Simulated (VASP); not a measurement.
# W18Se36F (a cell with a defect) in VASP: single point with PBE

Aim: the single point of W18Se36F (a cell with a defect) with PBE.

All numbers are computed with VASP 6.6.1; they aren't measurements. Logs are shortened: lines on timing, memory, paths and dates and some standing lists are left out, and cuts for length are marked.

## Step 1: The cell of the first run

The cell holds a defect, 55 atoms: a = 9.750 Å, b = 9.750 Å, c = 12.826 Å, α = 90.00°, β = 90.00°, γ = 120.00°.

## Step 2: Single point, PBE

Input file INCAR:

```
SYSTEM = W18Se36F
  ALGO = Normal
  EDIFF = 1E-6
  ENCUT = 520
  GGA = PE
  ISIF = 2
  ISMEAR = -1
  LASPH = .TRUE.
  LCHARG = .FALSE.
  LREAL = Auto
  LWAVE = .FALSE.
  NBANDS = 270
  NELECT = 476.0
  NELM = 60
  PREC = Accurate
  SIGMA = 0.01
```

Input file KPOINTS:

```
k-points
0
G
  1 1 1
  0 0 0
```

Input file POSCAR:

```
W18Se36F
1.0
    9.7497821400      0.0000000800      0.0000000000
   -4.8748911500      8.4435589800      0.0000000000
    0.0000000000      0.0000000000     12.8261208300
W Se F
18 36 1
Direct
    0.2113145089      0.1226450820      0.7471423455
    0.1225245660      0.2113724786      0.2530988943
    0.2053483601      0.4557900280      0.7392034681
    0.1234840724      0.5437643061      0.2542606641
    0.2102640981      0.7895926349      0.7462352123
    0.1219187597      0.8779331095      0.2547439747
    0.5436454659      0.1235253948      0.7462131479
    0.4560138305      0.2055605898      0.2606774912
    0.5413821345      0.4584750300      0.7447897245
    0.4584981169      0.5413550109      0.2553758103
    0.5440669478      0.7945084499      0.7392032342
    0.4560879619      0.8763689554      0.2542610539
    0.8779247190      0.1219321061      0.7455608852
    0.7896021179      0.2102491309      0.2540864883
    0.8763310089      0.4562121185      0.7462136157
    0.7942935281      0.5438402156      0.2606772573
    0.8772100920      0.7885417684      0.7471421116
    0.7884798443      0.8773266053      0.2530994400
    0.1011466779      0.2371486948      0.8754535490
    0.2294048949      0.0984345563      0.3861117532
    0.0982912305      0.2292289302      0.6139992056
    0.2369606399      0.1011061785      0.1247727213
    0.0990121486      0.5658456349      0.8756522840
    0.2345570364      0.4325776595      0.3841750803
    0.0954860623      0.5695998576      0.6132398177
    0.2368149303      0.4349057062      0.1240336826
    0.0997741590      0.9000808794      0.8782387247
    0.2331999616      0.7666519529      0.3843206426
    0.0993098512      0.9005457308      0.6167795474
    0.2332337135      0.7666191468      0.1235410161
    0.4347726704      0.2370924358      0.8764060583
    0.5695241034      0.0957071487      0.3870489812
    0.4325779574      0.2344872547      0.6160917322
    0.5658935454      0.0987469806      0.1246111760
    0.4238738980      0.5759829448      0.8655576497
    0.5683655262      0.4314875946      0.3888014986
    0.4315480743      0.5683082189      0.6110775895
    0.5761726473      0.4236822366      0.1338925481
    0.4340114468      0.9008445353      0.8756522061
    0.5672744339      0.7652958865      0.3841758600
    0.4302568608      0.9043708919      0.6132393499
    0.5649468643      0.7630385445      0.1240339945
    0.7665933138      0.2332638338      0.8768503859
    0.9005332246      0.0993180636      0.3835164244
    0.7665101241      0.2333479216      0.6161406948
    0.9000517981      0.0997991404      0.1220080507
    0.7627625885      0.5650842199      0.8764067600
    0.9041460382      0.4303275356      0.3870490592
    0.7653695494      0.5672787920      0.6160911865
    0.9011054239      0.4339581137      0.1246112540
    0.7627077281      0.8987103610      0.8754537049
    0.9014184871      0.7704477393      0.3861120650
    0.7706279714      0.9015661472      0.6139989717
    0.8987469065      0.7628926313      0.1247719417
    0.4991311680      0.5007232104      0.0004992936
```

Potentials or basis: VASP PAW PBE potentials, release 64 (W_sv, Se, F).

Command:

```console
cat potpaw_PBE.64/W_sv/POTCAR potpaw_PBE.64/Se/POTCAR potpaw_PBE.64/F/POTCAR > POTCAR
mpirun -np 1 vasp_gam > vasp.out
```

OUTCAR:

```text
SYSTEM = W18Se36F
   EDIFF = 1E-6
   ENCUT = 520
   GGA = PE
   ISIF = 2
   ISMEAR = -1
   LASPH = .TRUE.
   LREAL = Auto
   NELECT = 476.0
   NELM = 60
   PREC = Accurate

 ion  position               nearest neighbor table
   1  0.211  0.123  0.747-  19 2.51  31 2.51  29 2.51  33 2.51  21 2.52  27 2.52   7 3.24   5 3.24
                             9 3.25  13 3.25  17 3.26   3 3.28
   2  0.123  0.211  0.253-  26 2.51  22 2.51  44 2.51  24 2.51  46 2.52  20 2.52   4 3.24  14 3.24
                            10 3.25   6 3.25  18 3.26   8 3.28
   3  0.205  0.456  0.739-  35 2.46  25 2.49  21 2.50  37 2.52  23 2.53  19 2.54  15 3.21  13 3.23
                             5 3.23   9 3.26   1 3.28  11 3.30
   4  0.123  0.544  0.254-  50 2.51  24 2.51  26 2.51  28 2.51  48 2.52  30 2.52  16 3.21   2 3.24
                            12 3.24  14 3.25   6 3.27  10 3.28
   5  0.210  0.790  0.746-  29 2.50  23 2.51  39 2.51  27 2.52  25 2.52  41 2.52   3 3.23  11 3.23
                             1 3.24  17 3.24  15 3.25   7 3.25
   6  0.122  0.878  0.255-  28 2.51  52 2.51  20 2.51  54 2.52  22 2.52  30 2.52  16 3.23   8 3.23
                            18 3.25   2 3.25  12 3.27   4 3.27
   7  0.544  0.124  0.746-  39 2.51  33 2.51  31 2.51  45 2.51  41 2.52  43 2.52  11 3.21   1 3.24
                            15 3.24   5 3.25  13 3.27   9 3.28
   8  0.456  0.206  0.261-  38 2.46  32 2.49  20 2.50  36 2.52  34 2.53  22 2.54  12 3.21   6 3.23
                            14 3.23  10 3.26   2 3.28  16 3.30
   9  0.541  0.458  0.745-  33 2.51  49 2.51  35 2.52  47 2.52  31 2.52  37 2.53  17 3.25   1 3.25
[... 20 lines left out ...]
  20  0.229  0.098  0.386-   8 2.50   6 2.51   2 2.52
  21  0.098  0.229  0.614-   3 2.50  13 2.51   1 2.52
  22  0.237  0.101  0.125-   2 2.51   6 2.52   8 2.54
  23  0.099  0.566  0.876-  15 2.51   5 2.51   3 2.53
  24  0.235  0.433  0.384-   4 2.51  10 2.51   2 2.51
[... 8 lines left out ...]
  33  0.433  0.234  0.616-   7 2.51   9 2.51   1 2.51
  34  0.566  0.099  0.125-  12 2.51  14 2.52   8 2.53
  35  0.424  0.576  0.866-  55 2.15   3 2.46  11 2.46   9 2.52
  36  0.568  0.431  0.389-   8 2.52  16 2.52  10 2.52
  37  0.432  0.568  0.611-   3 2.52  11 2.52   9 2.53
  38  0.576  0.424  0.134-  55 2.15  16 2.46   8 2.46  10 2.53
  39  0.434  0.901  0.876-   7 2.51   5 2.51  11 2.53
  40  0.567  0.765  0.384-  12 2.51  10 2.51  18 2.51
  41  0.430  0.904  0.613-  11 2.49   7 2.52   5 2.52
  42  0.565  0.763  0.124-  18 2.51  12 2.51  10 2.52
  43  0.767  0.233  0.877-  15 2.52   7 2.52  13 2.52
  44  0.901  0.099  0.384-  14 2.50  18 2.51   2 2.51
[... 8 lines left out ...]
  53  0.771  0.902  0.614-  11 2.50  13 2.51  17 2.52
  54  0.899  0.763  0.125-  18 2.51   6 2.52  16 2.54
  55  0.499  0.501  0.000-  35 2.15  38 2.15

  LATTYP: Found a hexagonal cell.
 ALAT       =     9.7497821400
 C/A-ratio  =     1.3155289673

  Lattice vectors:

 A1 = (   9.7497821400,   0.0000000800,   0.0000000000)
 A2 = (  -4.8748911500,   8.4435589800,   0.0000000000)
 A3 = (   0.0000000000,   0.0000000000,  12.8261208300)

Analysis of symmetry for initial positions (statically):
=====================================================================
 Subroutine PRICEL returns:
 Original cell was already a primitive cell.

 Routine SETGRP: Setting up the symmetry group for a
 hexagonal supercell.

 Subroutine GETGRP returns: Found  2 space group operations
 (whereof  1 operations were pure point group operations)
 out of a pool of 24 trial point group operations.

The static configuration has the point symmetry C_1 .
 The point group associated with its full space group is C_1h.

Analysis of symmetry for dynamics (positions and initial velocities):
=====================================================================
 Subroutine PRICEL returns:
 Original cell was already a primitive cell.

 Routine SETGRP: Setting up the symmetry group for a
 hexagonal supercell.

 Subroutine GETGRP returns: Found  2 space group operations
 (whereof  1 operations were pure point group operations)
 out of a pool of 24 trial point group operations.

The dynamic configuration has the point symmetry C_1 .
 The point group associated with its full space group is C_1h.

 Subroutine INISYM returns: Found  2 space group operations
 (whereof  1 operations are pure point group operations),
 and found     1 'primitive' translations

----------------------------------------------------------------------------------------

[... 72 lines left out ...]
                 2           2
                 3           3
                 4           4
                 5           5
                 6           6
[... 47 lines left out ...]
                54          54
                55          55

----------------------------------------------------------------------------------------

 KPOINTS: k-points

Automatic generation of k-mesh.
 Grid dimensions read from file:
 generate k-points for:    1    1    1

 Generating k-lattice:

  Cartesian coordinates                     Fractional coordinates (reciprocal lattice)
     0.102566394  0.059216736  0.000000000     1.000000000  0.000000000  0.000000000
    -0.000000001  0.118433471  0.000000000     0.000000000  1.000000000  0.000000000
     0.000000000  0.000000000  0.077965896     0.000000000  0.000000000  1.000000000

  Length of vectors
     0.118433471  0.118433471  0.077965896

  Shift w.r.t. Gamma in fractional coordinates (k-lattice)
     0.000000000  0.000000000  0.000000000

 Subroutine IBZKPT returns following result:
 ===========================================

 Found      1 irreducible k-points:

 Following reciprocal coordinates:
            Coordinates               Weight
  0.000000  0.000000  0.000000      1.000000
   k-points           NKPTS =      1   k-points in BZ     NKDIM =      1   number of bands    NBANDS=    270
   number of dos      NEDOS =    301   number of ions     NIONS =     55
   total plane-waves  NPLWV = 614400
   dimension x,y,z NGX =    80 NGY =   80 NGZ =   96
   dimension x,y,z NGXF=   160 NGYF=  160 NGZF=  192
   ions per type =              18  36   1
   NGX,Y,Z   is equivalent  to a cutoff of  13.64, 13.64, 12.44 a.u.
   NGXF,Y,Z  is equivalent  to a cutoff of  27.28, 27.28, 24.89 a.u.
 SYSTEM =  W18Se36F
   PREC   = accura    normal or accurate (medium, high low for compatibility)
   ISTART =      0    job   : 0-new  1-cont  2-samecut
   ICHARG =      2    charge: 1-file 2-atom 10-const
   ISPIN  =      1    spin polarized calculation?
   LNONCOLLINEAR =      F non collinear calculations
   LSORBIT =      F    spin-orbit coupling
   LASPH  =      T    aspherical Exc in radial PAW
   ENCUT  =  520.0 eV  38.22 Ry    6.18 a.u.  18.13 18.13 23.85*2*pi/ulx,y,z
   NELM   =     60;   NELMIN=  2; NELMDL= -5     # of ELM steps
   EDIFF  = 0.1E-05   stopping-criterion for ELM
   LREAL  =      T    real-space projection
   EDIFFG = 0.1E-04   stopping-criterion for IOM
   NSW    =      0    number of steps for IOM
   IBRION =     -1    ionic relax: 0-MD 1-quasi-New 2-CG
   NFREE  =      0    steps in history (QN), initial steepest desc. (CG)
   ISIF   =      2    stress and relaxation
   ISYM   =      2    0-nonsym 1-usesym 2-fastsym
   POTIM  = 0.5000    time-step for ionic-motion
   TEBEG  =    0.0;   TEEND  =   0.0 temperature during run
   PSTRESS=    0.0 pullay stress
   NELECT =     476.0000    total number of electrons
   NUPDOWN=      -1.0000    fix difference up-down
   EMIN   =  10.00;   EMAX   =-10.00  energy-range for DOS
   EFERMI =   0.00;   METHOD = LEGACY
   ISMEAR =    -1;   SIGMA  =   0.01  broadening in eV -4-tet -1-fermi 0-gaus
   EFERMI_NEDOS =   21; number of points for ismear=-14 and -15
   IALGO  =     38    algorithm
   IMIX   =      4    mixing-type and parameters
     AMIX     =   0.40;   BMIX     =  1.00
     AMIX_MAG =   1.60;   BMIX_MAG =  1.00
  volume/ion in A,a.u.               =      19.20       129.55
  Fermi-wavevector in a.u.,A,eV,Ry     =   1.255274  2.372124 21.438876  1.575713
  Thomas-Fermi vector in A             =   2.389039
   LORBIT       =      0    0 simple, 1 ext, 2 COOP (PROOUT), +10 PAW based schemes
   GGA     = PE    functional components
[... 5 lines left out ...]
 non-spin polarized calculation
  energy-cutoff  :      520.00
  volume of cell :     1055.88
 maximum number of plane-waves:     14202
 NGX is ok and might be reduce to    80
   NGX = 37   NGY = 37   NGZ = 47

 number of electron     475.9999987 magnetization

 Free energy of the ion-electron system (eV)
  ---------------------------------------------------
  ext. energy  EPLUGINS =         0.00000000
  ---------------------------------------------------
  free energy    TOTEN  =      -379.87777124 eV

  energy without entropy =     -379.87777124  energy(sigma->0) =     -379.87777124

 E-fermi :   7.4174     XC(G=0): -11.0034

 val. band max:        7.0001641509   @ k =   0.0000   0.0000   0.0000
 cond. band min:       8.2258450826   @ k =   0.0000   0.0000   0.0000
 fundamental gap:      1.2256809317
 Fermi energy:         7.4174244481

 k-point     1 :       0.0000    0.0000    0.0000
  band No.  band energies     occupation
      1     -67.4105      2.00000
      2     -67.4076      2.00000
      3     -67.4067      2.00000
      4     -67.4039      2.00000
      5     -67.3980      2.00000
      6     -67.3947      2.00000
[... 242 lines left out ...]
    249       8.6028      0.00000
    250       8.6672      0.00000
 [bands above 250 left out]

------------------------ aborting loop because EDIFF is reached ----------------------------------------

  FORCE on cell =-STRESS in cart. coord.  units (eV):
  Direction    XX          YY          ZZ          XY          YZ          ZX
  --------------------------------------------------------------------------------------
  -------------------------------------------------------------------------------------
  Total       72.7679196     72.9589255     74.8734957      0.1654158     -4.3050913      7.4566298
  in kB      110.4166990    110.7065278    113.6116614      0.2509988     -6.5324662     11.3145526
  external PRESSURE =     111.5782961 kB  Pullay stress =       0.0000000 kB

 VOLUME and BASIS-vectors are now :
 -----------------------------------------------------------------------------
  energy-cutoff  :      520.00
  volume of cell :     1055.88
      direct lattice vectors                 reciprocal lattice vectors
     9.749782140  0.000000080  0.000000000     0.102566394  0.059216736  0.000000000
    -4.874891150  8.443558980  0.000000000    -0.000000001  0.118433471  0.000000000
     0.000000000  0.000000000 12.826120830     0.000000000  0.000000000  0.077965896

 POSITION                                       TOTAL-FORCE (eV/Angst)
 -----------------------------------------------------------------------------------
      1.46239      1.03556      9.58294         0.005728     -0.002519      0.007854
      0.16417      1.78474      3.24628         0.001759     -0.002095     -0.001737
     -0.21982      3.84849      9.48111         0.007582      0.010977      0.011608
     -1.44685      4.59131      3.26118         0.001806     -0.002896      0.000206
     -1.79915      6.66697      9.57130         0.004217     -0.002434     -0.008235
     -3.09115      7.41288      3.26738        -0.008867      0.005119     -0.003513
[... 47 lines left out ...]
      5.04357      6.44153      1.60034        -0.008049     -0.007452     -0.051163
      2.42545      4.22789      0.00640         0.017220     -0.009942     -0.004600
 -----------------------------------------------------------------------------------
    total drift:                               -0.016412     -0.035448     -0.016753

  FREE ENERGIE OF THE ION-ELECTRON SYSTEM (eV)
  ---------------------------------------------------
  free  energy   TOTEN  =      -379.8777712398 eV

  energy  without entropy=     -379.8777712398  energy(sigma->0) =     -379.87777124
```

It took 14 min on 1 thread of AMD EPYC 7R43 (Zen 3), shared host; peak memory 1.2 GiB.

What came out:

| Quantity | Value |
| --- | --- |
| Free energy | -379.8778 eV |
| Largest force | 0.091 eV/Å |

Forces on the atoms (eV/Å):
```
W    0.006 -0.003  0.008
W    0.002 -0.002 -0.002
W    0.008  0.011  0.012
W    0.002 -0.003  0.000
W    0.004 -0.002 -0.008
W   -0.009  0.005 -0.004
W   -0.007  0.002 -0.005
W   -0.001 -0.002  0.001
W    0.004 -0.002 -0.009
W    0.008 -0.005 -0.013
W   -0.006 -0.012  0.012
W    0.003  0.000  0.000
W    0.005 -0.003 -0.005
W   -0.007  0.004  0.005
W   -0.005  0.006 -0.005
W    0.001  0.002  0.001
W    0.005 -0.004  0.008
W    0.003  0.000 -0.002
Se   0.008  0.005  0.047
Se  -0.007  0.004  0.052
Se   0.005 -0.009 -0.056
Se   0.002  0.011 -0.051
Se   0.007 -0.009  0.049
Se   0.000  0.008  0.048
Se   0.002  0.006 -0.059
Se  -0.001  0.004 -0.071
Se   0.001 -0.001  0.049
Se   0.000  0.000  0.045
Se  -0.002  0.001 -0.054
Se   0.000  0.000 -0.053
Se   0.013 -0.004  0.060
Se   0.004  0.005  0.051
Se   0.004  0.004 -0.049
Se  -0.012  0.009 -0.053
Se  -0.018  0.011  0.088
Se  -0.004  0.002  0.061
Se   0.007 -0.004 -0.045
Se  -0.024  0.014 -0.033
Se   0.011 -0.001  0.049
Se  -0.007 -0.004  0.048
Se  -0.004 -0.004 -0.059
Se  -0.004 -0.001 -0.071
Se   0.001 -0.001  0.054
Se   0.001 -0.001  0.057
Se   0.004 -0.002 -0.046
Se  -0.003  0.002 -0.051
Se   0.010 -0.009  0.060
Se  -0.002 -0.006  0.051
Se  -0.002 -0.005 -0.049
Se  -0.014  0.006 -0.053
Se   0.000 -0.009  0.047
Se  -0.008  0.004  0.052
Se   0.011  0.000 -0.056
Se  -0.008 -0.007 -0.051
F    0.017 -0.010 -0.005
```

Caveat: the k points lie up to 0.74 Å⁻¹ apart; the cell carries a net charge on a neutralising background, which shifts energy and pressure; the cell is charged against a uniform background, so pressure and absolute levels hang on convention; spin-orbit coupling is left out, which moves the levels of the heavy elements.
